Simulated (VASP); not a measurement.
# BN (Cm) in VASP: further runs, part 2 of 2

VASP 6.6.1.

### 3 Single point, PBE+D3(BJ) (atom 1 (B) moved by -0.384 Å along [1 2 0] and -0.096 Å along [0 0 1])

File INCAR:

```
PREC = Accurate
ENCUT = 520
EDIFF = 1E-7
ISMEAR = 0
SIGMA = 0.05
LREAL = F
LASPH = T
NELM = 80
ALGO = Normal
ISIF = 2
LWAVE = F
LCHARG = T
GGA = PE
IVDW = 12
LELF = T
LVHAR = T
NBANDS = 16
```

File KPOINTS:

```
Automatic mesh
0
Gamma
  12 12 4
```

File POSCAR:

```
BN
1.0
    2.5061233057      0.0000000000      0.0000000000
   -1.2530616528      2.1703664477      0.0000000000
    0.0000000000      0.0000000000      6.5973571420
B N
2 2
Direct
   -0.0884643237     -0.1769286474      0.4854487186
    0.3333333333      0.6666666667      0.0000000000
    0.0000000000      0.0000000000      0.0000000000
    0.6666666667      0.3333333333      0.5000000000
```

Potentials or basis: VASP PAW PBE potentials, release 64 (B, N).

Started as:

```bash
$ cat potpaw_PBE.64/B/POTCAR potpaw_PBE.64/N/POTCAR > POTCAR
$ mpirun -np 1 vasp_std > vasp.out
```

OUTCAR:

```text
PREC = Accurate
   ENCUT = 520
   EDIFF = 1E-7
   ISMEAR = 0
   LREAL = F
   LASPH = T
   NELM = 80
   ISIF = 2
   GGA = PE
   IVDW = 12
 IVDW          = 12

 ion  position               nearest neighbor table
   1  0.912  0.823  0.485-   4 1.07   4 1.68   4 1.68
   2  0.333  0.667  0.000-   3 1.45   3 1.45   3 1.45
   3  0.000  0.000  0.000-   2 1.45   2 1.45   2 1.45
   4  0.667  0.333  0.500-   1 1.07   1 1.68   1 1.68

  LATTYP: Found a hexagonal cell.
 ALAT       =     2.5061233057
 C/A-ratio  =     2.6324950281

  Lattice vectors:

 A1 = (   2.5061233057,   0.0000000000,   0.0000000000)
 A2 = (  -1.2530616528,   2.1703664477,   0.0000000000)
 A3 = (   0.0000000000,   0.0000000000,   6.5973571420)

Analysis of symmetry for initial positions (statically):
=====================================================================
 Subroutine PRICEL returns:
 Original cell was already a primitive cell.

 Routine SETGRP: Setting up the symmetry group for a
 hexagonal supercell.

 Subroutine GETGRP returns: Found  2 space group operations
 (whereof  2 operations were pure point group operations)
 out of a pool of 24 trial point group operations.

The static configuration has the point symmetry C_1h.

Analysis of symmetry for dynamics (positions and initial velocities):
=====================================================================
 Subroutine PRICEL returns:
 Original cell was already a primitive cell.

 Routine SETGRP: Setting up the symmetry group for a
 hexagonal supercell.

 Subroutine GETGRP returns: Found  2 space group operations
 (whereof  2 operations were pure point group operations)
 out of a pool of 24 trial point group operations.

The dynamic configuration has the point symmetry C_1h.

 Subroutine INISYM returns: Found  2 space group operations
 (whereof  2 operations are pure point group operations),
 and found     1 'primitive' translations

----------------------------------------------------------------------------------------

                                     Primitive cell

  volume of cell :      35.8844

  direct lattice vectors                    reciprocal lattice vectors
     2.506123306  0.000000000  0.000000000     0.399022665  0.230375843  0.000000000
    -1.253061653  2.170366448  0.000000000     0.000000000  0.460751686  0.000000000
     0.000000000  0.000000000  6.597357142     0.000000000  0.000000000  0.151575847

  length of vectors
     2.506123306  2.506123306  6.597357142     0.460751686  0.460751686  0.151575847

  position of ions in fractional coordinates (direct lattice)
     0.911535676  0.823071353  0.485448719
     0.333333333  0.666666667  0.000000000
     0.000000000  0.000000000  0.000000000
     0.666666667  0.333333333  0.500000000

  ion indices of the primitive-cell ions
   primitive index   ion index
                 1           1
                 2           2
                 3           3
                 4           4

----------------------------------------------------------------------------------------

 KPOINTS: Automatic mesh

Automatic generation of k-mesh.
 Grid dimensions read from file:
 generate k-points for:   12   12    4

 Generating k-lattice:

  Cartesian coordinates                     Fractional coordinates (reciprocal lattice)
     0.033251889  0.019197987  0.000000000     0.083333333 -0.000000000  0.000000000
     0.000000000  0.038395974  0.000000000     0.000000000  0.083333333  0.000000000
     0.000000000  0.000000000  0.037893962     0.000000000  0.000000000  0.250000000

  Length of vectors
     0.038395974  0.038395974  0.037893962

  Shift w.r.t. Gamma in fractional coordinates (k-lattice)
     0.000000000  0.000000000  0.000000000

 Subroutine IBZKPT returns following result:
 ===========================================

 Found    164 irreducible k-points:

 Following reciprocal coordinates:
            Coordinates               Weight
  0.000000  0.000000  0.000000      1.000000
  0.083333  0.000000  0.000000      4.000000
  0.000000  0.083333  0.000000      2.000000
  0.166667  0.000000  0.000000      4.000000
  0.000000  0.166667  0.000000      2.000000
  0.250000  0.000000  0.000000      4.000000
[... 16 lines left out ...]
 -0.083333  0.416667  0.000000      4.000000
 -0.416667  0.333333  0.000000      4.000000
 [... further k-points ...]
   k-points           NKPTS =    164   k-points in BZ     NKDIM =    164   number of bands    NBANDS=     16
   number of dos      NEDOS =    301   number of ions     NIONS =      4
   total plane-waves  NPLWV =  20000
   dimension x,y,z NGX =    20 NGY =   20 NGZ =   50
   dimension x,y,z NGXF=    40 NGYF=   40 NGZF=  100
   ions per type =               2   2
   NGX,Y,Z   is equivalent  to a cutoff of  13.27, 13.27, 12.60 a.u.
   NGXF,Y,Z  is equivalent  to a cutoff of  26.53, 26.53, 25.20 a.u.
 SYSTEM =  unknown system
   PREC   = accura    normal or accurate (medium, high low for compatibility)
   ISTART =      0    job   : 0-new  1-cont  2-samecut
   ICHARG =      2    charge: 1-file 2-atom 10-const
   ISPIN  =      1    spin polarized calculation?
   LNONCOLLINEAR =      F non collinear calculations
   LSORBIT =      F    spin-orbit coupling
   LASPH  =      T    aspherical Exc in radial PAW
   ENCUT  =  520.0 eV  38.22 Ry    6.18 a.u.   4.66  4.66 12.27*2*pi/ulx,y,z
   NELM   =     80;   NELMIN=  2; NELMDL= -5     # of ELM steps
   EDIFF  = 0.1E-06   stopping-criterion for ELM
   LREAL  =      F    real-space projection
   EDIFFG = 0.1E-05   stopping-criterion for IOM
   NSW    =      0    number of steps for IOM
   IBRION =     -1    ionic relax: 0-MD 1-quasi-New 2-CG
   NFREE  =      0    steps in history (QN), initial steepest desc. (CG)
   ISIF   =      2    stress and relaxation
   ISYM   =      2    0-nonsym 1-usesym 2-fastsym
   POTIM  = 0.5000    time-step for ionic-motion
   TEBEG  =    0.0;   TEEND  =   0.0 temperature during run
   PSTRESS=    0.0 pullay stress
   NELECT =      16.0000    total number of electrons
   NUPDOWN=      -1.0000    fix difference up-down
   EMIN   =  10.00;   EMAX   =-10.00  energy-range for DOS
   EFERMI =   0.00;   METHOD = LEGACY
   ISMEAR =     0;   SIGMA  =   0.05  broadening in eV -4-tet -1-fermi 0-gaus
   EFERMI_NEDOS =   21; number of points for ismear=-14 and -15
   IALGO  =     38    algorithm
   IMIX   =      4    mixing-type and parameters
     AMIX     =   0.40;   BMIX     =  1.00
     AMIX_MAG =   1.60;   BMIX_MAG =  1.00
  volume/ion in A,a.u.               =       8.97        60.54
  Fermi-wavevector in a.u.,A,eV,Ry     =   1.250680  2.363443 21.282251  1.564201
  Thomas-Fermi vector in A             =   2.384663
   LORBIT       =      0    0 simple, 1 ext, 2 COOP (PROOUT), +10 PAW based schemes
   GGA     = PE    functional components
   LHFCALC =     F    Hartree Fock is set to
   AEXX    =    0.0000 exact exchange contribution
   IVDW    =    12    specifies the selected vdW correction
   LEPSILON=     F    determine dielectric tensor
   LRPA    =     F    only Hartree local field effects (RPA)
 non-spin polarized calculation
 Gauss-broadening in eV      SIGMA  =   0.05
  energy-cutoff  :      520.00
  volume of cell :       35.88
 maximum number of plane-waves:       985
   NGX =  9   NGY =  9   NGZ = 25

 number of electron      15.9999998 magnetization

 Free energy of the ion-electron system (eV)
  ---------------------------------------------------
  ext. energy  EPLUGINS =         0.00000000
  ---------------------------------------------------
  free energy    TOTEN  =       -30.16949680 eV

  energy without entropy =      -30.16949680  energy(sigma->0) =      -30.16949680

 E-fermi :   4.0675     XC(G=0): -10.0468

 val. band max:        3.7984632306   @ k =   0.0000   0.0000   0.2500
 cond. band min:       6.3052638059   @ k =   0.0000   0.5000   0.5000
 fundamental gap:      2.5068005754
 Fermi energy:         4.0674597179

 k-point     1 :       0.0000    0.0000    0.0000
  band No.  band energies     occupation
      1     -15.6355      2.00000
      2     -15.1983      2.00000
      3      -4.1547      2.00000
      4      -2.1312      2.00000
      5      -2.0510      2.00000
      6       0.7405      2.00000
[... 433 lines left out ...]
      3      -5.5445      2.00000
      4      -5.2436      2.00000
      5      -2.1141      2.00000
      6      -1.0394      2.00000
[... 8 lines left out ...]
     15      17.7226      0.00000
     16      19.0012      0.00000

 [... further k-points ...]

------------------------ aborting loop because EDIFF is reached ----------------------------------------

 Edisp (eV)   -0.56896

 E8    (eV) :    -0.1669

  FORCE on cell =-STRESS in cart. coord.  units (eV):
  Direction    XX          YY          ZZ          XY          YZ          ZX
  --------------------------------------------------------------------------------------
  -------------------------------------------------------------------------------------
  Total      -0.07828    29.14640     0.00955     0.00000    -3.36278    -0.00000
  in kB      -3.49527  1301.33790     0.42621     0.00000  -150.14252    -0.00000
  external pressure =      432.76 kB  Pullay stress =        0.00 kB

 VOLUME and BASIS-vectors are now :
 -----------------------------------------------------------------------------
  energy-cutoff  :      520.00
  volume of cell :       35.88
      direct lattice vectors                 reciprocal lattice vectors
     2.506123306  0.000000000  0.000000000     0.399022665  0.230375843  0.000000000
    -1.253061653  2.170366448  0.000000000     0.000000000  0.460751686  0.000000000
     0.000000000  0.000000000  6.597357142     0.000000000  0.000000000  0.151575847

 POSITION                                       TOTAL-FORCE (eV/Angst)
 -----------------------------------------------------------------------------------
      1.25306      1.78637      3.20268         0.000000     35.071067     -1.151210
     -0.00000      1.44691      0.00000        -0.000000     -0.009260     -0.082367
      0.00000      0.00000      0.00000         0.000000      0.017746      0.068579
      1.25306      0.72346      3.29868        -0.000000    -35.079553      1.164999
 -----------------------------------------------------------------------------------
    total drift:                               -0.000001      0.000810     -0.000513

  FREE ENERGIE OF THE ION-ELECTRON SYSTEM (eV)
  ---------------------------------------------------
  free  energy   TOTEN  =       -30.7384545607 eV

  energy  without entropy=      -30.7384545607  energy(sigma->0) =      -30.73845456
```

OSZICAR:

```text
N       E                     dE             d eps       ncg     rms          rms(c)
DAV:   1     0.486202961684E+02    0.48620E+02   -0.77717E+03  5248   0.925E+02
DAV:   2    -0.325457151321E+02   -0.81166E+02   -0.73959E+02  7264   0.218E+02
DAV:   3    -0.356513031823E+02   -0.31056E+01   -0.30934E+01  6488   0.412E+01
DAV:   4    -0.356678919820E+02   -0.16589E-01   -0.16586E-01  6760   0.341E+00
DAV:   5    -0.356680214223E+02   -0.12944E-03   -0.12944E-03  6432   0.284E-01    0.138E+01
DAV:   6    -0.307317933614E+02    0.49362E+01   -0.70178E+00  7152   0.218E+01    0.595E+00
DAV:   7    -0.302592875401E+02    0.47251E+00   -0.11076E+00  6936   0.790E+00    0.340E+00
DAV:   8    -0.301691307093E+02    0.90157E-01   -0.20706E-01  6920   0.367E+00    0.622E-01
DAV:   9    -0.301691345806E+02   -0.38713E-05   -0.26319E-02  6784   0.135E+00    0.277E-01
DAV:  10    -0.301692675652E+02   -0.13298E-03   -0.17147E-03  6504   0.358E-01    0.990E-02
DAV:  11    -0.301694792207E+02   -0.21166E-03   -0.37746E-04  7240   0.172E-01    0.522E-02
DAV:  12    -0.301694930390E+02   -0.13818E-04   -0.58219E-05  7504   0.665E-02    0.134E-02
DAV:  13    -0.301694967680E+02   -0.37291E-05   -0.77765E-06  7128   0.219E-02    0.446E-03
DAV:  14    -0.301694968024E+02   -0.34373E-07   -0.86016E-07  7568   0.812E-03
   1 F= -.30738455E+02 E0= -.30738455E+02  d E =-.523062E-16
```

stdout:

```text
POSCAR found type information on POSCAR B N
 POSCAR found :  2 types and       4 ions
 scaLAPACK will be used
 LDA part: xc-table for (Slater+PW92), standard interpolation
 POSCAR, INCAR and KPOINTS ok, starting setup
 FFT: planning ... GRIDC
 FFT: planning ... GRID_SOFT
 FFT: planning ... GRID
 WAVECAR not read
 entering main loop
```

It took 48 s on 1 thread of Intel Xeon 6975P-C (Granite Rapids), shared host; peak memory 0.21 GiB.

Results:

```
Free energy                : -30.7385 eV
Pressure                   : 43.3 GPa
Largest force              : 35.099 eV/Å
Band gap on the k mesh     : 2.51 eV, indirect (least direct gap 3.67 eV)
Dispersion energy per atom : -0.142 eV
```

Forces in eV/Å, atoms in the order of the input:
```
B     0.000  35.071  -1.151
B     0.000  -0.009  -0.082
N     0.000   0.018   0.069
N     0.000 -35.080   1.165
```

Stress tensor (GPa, compression positive):
```
 -0.35   0.00   0.00
  0.00 130.13 -15.01
  0.00 -15.01   0.04
```

Caveat: the cell differs from its parent crystal (atom 1 (B) moved by -0.384 Å along [1 2 0] and -0.096 Å along [0 0 1]); forces of over 1 eV/Å act on the atoms, so gaps and moduli don't describe the material at rest. A k mesh can miss the band edges.

### 4 Single point, PBE+D3(BJ) (atom 1 (B) moved by +0.384 Å along [1 2 0] and -0.096 Å along [0 0 1])

File INCAR:

```
SYSTEM = BN
PREC     = Accurate       ! precision mode
ENCUT    = 520            ! plane-wave cutoff, eV
EDIFF    = 1E-6           ! SCF threshold, eV
ISMEAR   = 0              ! smearing method
SIGMA    = 0.05           ! smearing width, eV
LREAL    = .FALSE.        ! projectors in reciprocal space
LASPH    = .TRUE.         ! aspherical terms in the spheres
NELM     = 100            ! most SCF steps
ALGO     = Normal         ! electronic algorithm
ISIF     = 2              ! what is computed and relaxed
LWAVE    = .FALSE.        ! write WAVECAR
LCHARG   = .FALSE.        ! write CHGCAR
GGA      = PE             ! functional
IVDW     = 12             ! dispersion correction
NBANDS   = 16             ! bands
```

File KPOINTS:

```
regular mesh
0
G
  12 12 4
  0 0 0
```

POSCAR, as its differences from that of step 3:

```diff
@@ -8,3 +8,3 @@
 Direct
-   -0.0884643237     -0.1769286474      0.4854487186
+    0.0884643237      0.1769286474      0.4854487186
     0.3333333333      0.6666666667      0.0000000000
```

Started as:

```bash
$ cat potpaw_PBE.64/B/POTCAR potpaw_PBE.64/N/POTCAR > POTCAR
$ mpirun -np 1 vasp_std > vasp.out
```

Run time: 43 s. Hardware: 1 thread of Intel Xeon 6975P-C (Granite Rapids), shared host; peak memory 0.21 GiB.

It converged, with:

- Free energy: -33.9033 eV
- Pressure: 16.3 GPa
- Largest force: 5.825 eV/Å
- Band gap on the k mesh: 1.63 eV, indirect (least direct gap 3.04 eV)
- Dispersion energy per atom: -0.142 eV

Forces in eV/Å, atoms in the order of the input:
```
B    0.000 -5.798  0.556
B    0.000  0.004 -0.085
N    0.000  0.009  0.071
N    0.000  5.785 -0.541
```

Stress tensor (GPa, compression positive):
```
38.10  0.00  0.00
 0.00 11.35  2.42
 0.00  2.42 -0.56
```

Levels at points of the mesh, in eV from the valence-band top:
```tsv
k point	band 4	band 5	band 6	band 7	band 8	band 9	band 10	band 11	band 12	band 13
(0.00, 0.00, 0.00)	-7.22	-6.22	-3.50	-3.50	0.00	3.04	6.76	8.27	9.42	9.42
(0.50, 0.00, 0.00)	-10.99	-6.29	-3.79	-3.27	-2.55	1.69	3.05	4.92	7.52	10.47
(0.00, 0.50, 0.00)	-10.04	-8.62	-6.29	-4.34	-3.05	2.63	6.27	7.44	7.63	11.07
(0.00, 0.00, 0.50)	-7.31	-7.22	-3.50	-3.50	0.00	4.97	5.68	7.15	9.42	9.42
(0.50, 0.00, 0.50)	-11.04	-6.29	-3.81	-3.07	-2.58	1.63	2.54	5.01	7.75	11.57
(0.00, 0.50, 0.50)	-10.05	-8.62	-6.29	-4.24	-3.07	2.53	5.59	7.71	7.92	10.94
```

Caveat: the cell differs from its parent crystal (atom 1 (B) moved by +0.384 Å along [1 2 0] and -0.096 Å along [0 0 1]); forces of over 1 eV/Å act on the atoms, so gaps and moduli don't describe the material at rest.

### 5 Single point, PBE+D3(BJ) (atom 1 (B) moved by +0.192 Å along [1 2 0] and -0.096 Å along [0 0 1])

File INCAR:

```
SYSTEM = BN
ALGO = Normal
EDIFF = 1E-6
ENCUT = 520
GGA = PE
ISIF = 2
ISMEAR = 0
IVDW = 12
LASPH = .TRUE.
LCHARG = .TRUE.
LELF = .TRUE.
LREAL = .FALSE.
LVHAR = .TRUE.
LWAVE = .FALSE.
NBANDS = 16
NELM = 100
PREC = Accurate
SIGMA = 0.05
```

File KPOINTS:

```
k-points
0
G
  12 12 4
  0 0 0
```

POSCAR, as its differences from that of step 4:

```diff
@@ -8,3 +8,3 @@
 Direct
-    0.0884643237      0.1769286474      0.4854487186
+    0.0442321619      0.0884643237      0.4854487186
     0.3333333333      0.6666666667      0.0000000000
```

Started as:

```bash
$ cat potpaw_PBE.64/B/POTCAR potpaw_PBE.64/N/POTCAR > POTCAR
$ mpirun -np 1 vasp_std > vasp.out
```

Wall time 66 s (1 thread of Intel Xeon 6975P-C, shared host); peak memory 0.22 GiB.

Results (log left out):

```
Free energy                : -35.0606 eV
Pressure                   : 5.2 GPa
Largest force              : 5.532 eV/Å
Band gap on the k mesh     : 3.08 eV, indirect (least direct gap 4.20 eV)
Dispersion energy per atom : -0.142 eV
```

Forces on the atoms (eV/Å):
```
B    0.000 -5.434  1.035
B    0.000  0.003 -0.086
N    0.000  0.003  0.072
N    0.000  5.428 -1.022
```

Stress tensor (GPa, compression positive):
```
16.80  0.00  0.00
 0.00 -0.53  2.30
 0.00  2.30 -0.72
```

Levels at points of the mesh, in eV from the valence-band top:
```tsv
k point	band 6	band 7	band 8	band 9	band 10	band 11
(0.00, 0.00, 0.00)	-2.38	-2.38	0.00	4.20	8.09	9.35
(0.50, 0.00, 0.00)	-4.04	-2.19	-1.49	3.09	4.25	7.95
(0.00, 0.50, 0.00)	-5.17	-2.73	-1.86	3.67	5.81	8.54
(0.00, 0.00, 0.50)	-2.38	-2.38	0.00	6.23	6.87	8.28
(0.50, 0.00, 0.50)	-4.04	-1.98	-1.57	3.12	3.67	8.09
(0.00, 0.50, 0.50)	-5.17	-2.55	-1.96	3.66	5.22	8.77
```

Caveat: the cell differs from its parent crystal (atom 1 (B) moved by +0.192 Å along [1 2 0] and -0.096 Å along [0 0 1]); forces of over 1 eV/Å act on the atoms, so gaps and moduli don't describe the material at rest.
